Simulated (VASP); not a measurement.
In3B2As, 6 atoms in the cell. Symmetry: P-6m2, No. 187, hexagonal system. Conventional cell: a = 4.981 Å, b = 4.981 Å, c = 5.899 Å, α = 90.00°, β = 90.00°, γ = 120.00°. In (site symmetry -6m2) has 3 In at 2.88 Å and 2 As at 2.95 Å and 6 B at 2.99 Å within 3.8 Å. In (site symmetry -6m2) has 3 As at 2.88 Å and 2 In at 2.95 Å and 6 B at 3.58 Å within 3.8 Å. In (site symmetry -6m2) has 5 In at 2.88 to 2.95 Å and 6 B at 2.99 Å within 3.8 Å. B (site symmetry 3m) has 1 B at 1.62 Å within 2.2 Å. Within 3.8 Å of As (site symmetry -6m2) lie 5 In at 2.88 to 2.95 Å and 6 B at 3.58 Å. The cell was generated, and may not be a known phase.

- Program: VASP 6.6.1
- Task: single point
- Functional: PBE
- Potentials or basis: VASP PAW PBE potentials, release 64 (In_d, B, As)
- Cutoff: 520 eV
- k mesh: 6 × 6 × 4
- Occupations: gaussian, width 0.1 eV
- Spin: no spin polarisation
- Dipole correction: no
- Further INCAR settings: ALGO = Normal; EDIFF = 1e-06; NBANDS = 34

Potentials or basis: VASP PAW PBE potentials, release 64 (In_d, B, As).

Launch:

```bash
$ cat potpaw_PBE.64/In_d/POTCAR potpaw_PBE.64/B/POTCAR potpaw_PBE.64/As/POTCAR > POTCAR
$ mpirun -np 1 vasp_std > vasp.out
```

Hardware: 1 thread of Intel Xeon 8259CL, on a shared host.

Question: Estimate the wall time of this run.

Answer: It took 3.3 min on 1 thread of Intel Xeon 8259CL (shared host), peak memory 0.31 GiB. Counts: scf iterations 14, k points 21.
